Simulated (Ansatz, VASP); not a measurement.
ZnS in VASP and in Ansatz

```xyz
2
Lattice="0.0000 2.6842 2.6842 2.6842 0.0000 2.6842 2.6842 2.6842 0.0000" Properties=species:S:1:pos:R:3 pbc="T T T"
Zn    0.0000    0.0000    0.0000
S     4.0262    4.0262    4.0262
```

Alike in both runs: functional r2SCAN; dispersion rVV10; k mesh 8 × 8 × 8; occupations gaussian, width 0.02 eV; no spin polarisation.

Ansatz relaxed the structure, and its values are those at the end. VASP's run is a single point on that final structure, the one shown.

|  | VASP | Ansatz |
| --- | --- | --- |
| version | VASP 6.6.1 | Ansatz 0.2.0 |
| potentials or method | VASP PAW PBE potentials, release 64 (Zn, S), cutoff 550 eV | scalar-relativistic, plane waves, PAW |
| valence electrons in the cell | 18 | 18 |

|  | VASP | Ansatz | Ansatz less VASP |
| --- | --- | --- | --- |
| gap on the k mesh at the Fermi level (eV) | 2.72 | 2.70 | -0.012 |
| least direct gap on the mesh (eV) | 2.72 | 2.70 | -0.012 |
| pressure (GPa) | 0.1 | 0.0 | -0.07 |

VASP's potentials were made for PBE, not for r2SCAN.
